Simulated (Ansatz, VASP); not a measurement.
# Two plane-wave programs on Ba4HfTi3O12

File INCAR:

```
PREC = Accurate
ENCUT = 520
EDIFF = 1E-8
ISMEAR = 1
SIGMA = 0.01
LREAL = Auto
LASPH = T
NELM = 80
ALGO = Normal
ISIF = 2
LWAVE = F
LCHARG = F
GGA = PE
LEFG = T
NBANDS = 95
```

Contents of KPOINTS:

```
regular mesh
0
Gamma
  3 3 3
```

The input POSCAR:

```
Ba4HfTi3O12
1.0
   -4.0060000000      4.0060000000      4.0060000000
    4.0060000000     -4.0060000000      4.0060000000
    4.0060000000      4.0060000000     -4.0060000000
Ba Hf Ti O
4 1 3 12
Direct
    0.5000000000      0.5000000000      0.5000000000
    0.0000000000      0.0000000000      0.5000000000
    0.0000000000      0.5000000000      0.0000000000
    0.5000000000      0.0000000000      0.0000000000
    0.0000000000      0.0000000000      0.0000000000
    0.5000000000      0.5000000000      0.0000000000
    0.5000000000      0.0000000000      0.5000000000
    0.0000000000      0.5000000000      0.5000000000
    0.0000000000      0.2500000000      0.2500000000
    0.5000000000      0.7500000000      0.2500000000
    0.5000000000      0.2500000000      0.7500000000
    0.0000000000      0.7500000000      0.7500000000
    0.2500000000      0.0000000000      0.2500000000
    0.7500000000      0.5000000000      0.2500000000
    0.7500000000      0.0000000000      0.7500000000
    0.2500000000      0.5000000000      0.7500000000
    0.2500000000      0.2500000000      0.0000000000
    0.7500000000      0.7500000000      0.0000000000
    0.7500000000      0.2500000000      0.5000000000
    0.2500000000      0.7500000000      0.5000000000
```

Input for Ansatz:

```yaml
crystal:
  lattice:
    - [-4.006, 4.006, 4.006]
    - [4.006, -4.006, 4.006]
    - [4.006, 4.006, -4.006]
  atoms:
    - { symbol: Ba, position: [0.5, 0.5, 0.5] }
    - { symbol: Ba, position: [0.0, 0.0, 0.5] }
    - { symbol: Ba, position: [0.0, 0.5, 0.0] }
    - { symbol: Ba, position: [0.5, 0.0, 0.0] }
    - { symbol: Hf, position: [0.0, 0.0, 0.0] }
    - { symbol: Ti, position: [0.5, 0.5, 0.0] }
    - { symbol: Ti, position: [0.5, 0.0, 0.5] }
    - { symbol: Ti, position: [0.0, 0.5, 0.5] }
    - { symbol: O, position: [0.0, 0.25, 0.25] }
    - { symbol: O, position: [0.5, 0.75, 0.25] }
    - { symbol: O, position: [0.5, 0.25, 0.75] }
    - { symbol: O, position: [0.0, 0.75, 0.75] }
    - { symbol: O, position: [0.25, 0.0, 0.25] }
    - { symbol: O, position: [0.75, 0.5, 0.25] }
    - { symbol: O, position: [0.75, 0.0, 0.75] }
    - { symbol: O, position: [0.25, 0.5, 0.75] }
    - { symbol: O, position: [0.25, 0.25, 0.0] }
    - { symbol: O, position: [0.75, 0.75, 0.0] }
    - { symbol: O, position: [0.75, 0.25, 0.5] }
    - { symbol: O, position: [0.25, 0.75, 0.5] }
kpoints:
  mp_grid: { grid: [3, 3, 3] }
scf:
  occupations: { method: methfessel_paxton, width: 0.01 }
hamiltonian:
  xc: pbe
  pseudopotentials: { kind: paw }
output:
  forces: true
  stress: true
  populations: true
  efg:
    quadrupole_moments_barn: { Ba: 0.236, Hf: 3.365, Ti: 0.247, O: -0.02558 }
    contact_densities: true
```

Alike in both runs: task electric field gradients; functional PBE; k mesh 3 × 3 × 3; occupations methfessel-paxton of order 1, width 0.01 eV; no spin polarisation.

```csv
,VASP,Ansatz
version,VASP 6.6.1,Ansatz 0.2.0
potentials or method,"VASP PAW PBE potentials, release 64 (Ba_sv, Hf_pv, Ti_sv, O)","plane-wave PAW, scalar-relativistic"
plane-wave cutoff (eV),520,420
valence electrons in the cell,158,174
```

|  | VASP | Ansatz | Ansatz less VASP |
| --- | --- | --- | --- |
| gap on the k mesh at the Fermi level (eV) | 2.01 | 2.07 | +0.064 |
| pressure (GPa) | 10.2 | 8.8 | -1.33 |
| rms of the force components (eV/Å) | 0.665 | 0.723 | +0.0579 |
| size of Vzz on the site where it differs most (V/Å²) | 4.2 | 6.3 | +2.14 |

Atom by atom the forces differ by 0.058 eV/Å (rms over components). VASP's potentials hold 158 valence electrons a cell and Ansatz's 174, so a difference there can come from the potentials and not from the codes.

Neither program's run includes spin-orbit coupling.
